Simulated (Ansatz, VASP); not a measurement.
## Two plane-wave programs on Cu2O

```
CELL_PARAMETERS angstrom
4.26000 0.00000 0.00000
0.00000 4.26000 0.00000
0.00000 0.00000 4.26000
ATOMIC_POSITIONS crystal
Cu 0.25000 0.25000 0.25000
Cu 0.25000 0.75000 0.75000
Cu 0.75000 0.75000 0.25000
Cu 0.75000 0.25000 0.75000
O 0.00000 0.00000 0.00000
O 0.50000 0.50000 0.50000
```

Alike in both runs: functional PBE; k mesh 7 × 7 × 7; occupations fermi-dirac, width 0.02 eV; no spin polarisation.

Ansatz relaxed the structure, and its values are those at the end. VASP's run is a single point on that final structure, the one shown.

|  | VASP | Ansatz |
| --- | --- | --- |
| version | VASP 6.6.1 | Ansatz 0.2.0 |
| potentials or method | VASP PAW PBE potentials, release 64 (Cu, O) | plane-wave PAW, scalar-relativistic |
| plane-wave cutoff (eV) | 600 | 420 |
| valence electrons in the cell | 56 | 88 |

VASP gave:

```
pressure (GPa) : 3.9
```

Problem. Estimate Ansatz's values.

Solution. Pressure (GPa): 3.2.

VASP's potentials hold 56 valence electrons a cell and Ansatz's 88, so a difference there can come from the potentials and not from the codes. Ansatz's warnings: stress scf threshold loose.
